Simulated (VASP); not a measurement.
MgGe2:

```
CELL_PARAMETERS angstrom
3.80248 0.00000 0.00000
0.00000 3.80248 0.00000
0.00000 0.00000 3.02024
ATOMIC_POSITIONS crystal
Mg 0.00000 0.00000 0.50000
Ge 0.00000 0.50000 0.00000
Ge 0.50000 0.00000 0.00000
```

| Item | Value |
| --- | --- |
| Program | VASP 6.6.1 |
| Task | relaxation of cell and atoms |
| Functional | PBE |
| Potentials or basis | VASP PAW PBE potentials, release 64 (Mg, Ge_d) |
| Cutoff | 600 eV |
| k mesh | 4 × 4 × 6 |
| Occupations | gaussian, width 0.1 eV |
| Spin | no spin polarisation |

At the start: pressure 43.2 GPa; volume 14.56 Å³/atom.

Problem. Where does the relaxation end?

Solution. Over 9 steps the energy falls by 700.9 meV/atom and the volume is 21.68 Å³/atom (+49.0 %); space group P4/mmm (No. 123, to 0.05 Å).

The path:
| step | energy change (eV) | largest force (eV/Å) | pressure (GPa) | volume (Å³) |
| --- | --- | --- | --- | --- |
| 1 | 0.0000 | 0.0000 | 43.24 | 43.67 |
| 2 | -1.9639 | 0.0000 | -4.76 | 73.50 |
| 3 | -2.0976 | 0.0000 | 0.56 | 64.40 |
| 4 | -2.0990 | 0.0000 | 0.05 | 65.21 |
| 5 | -2.0983 | 0.0000 | -0.38 | 65.70 |
| 6 | -2.1017 | 0.0000 | -0.11 | 65.23 |
| 7 | -2.1026 | 0.0000 | 0.21 | 64.80 |
| 8 | -2.1026 | 0.0000 | 0.18 | 64.84 |
| 9 | -2.1028 | 0.0000 | -0.06 | 65.05 |

Final structure:
```
Mg Ge
1.0
     4.31883    0.00000    0.00000
     0.00000    4.31883    0.00000
     0.00000    0.00000    3.48775
Mg Ge
1 2
Direct
  0.00000 0.00000 0.50000
  0.00000 0.50000 0.00000
  0.50000 0.00000 0.00000
```

Caveat: the k points lie up to 0.36 Å⁻¹ apart in the final cell; the volume moved by over 15 % at a fixed basis, so the end points are rough.
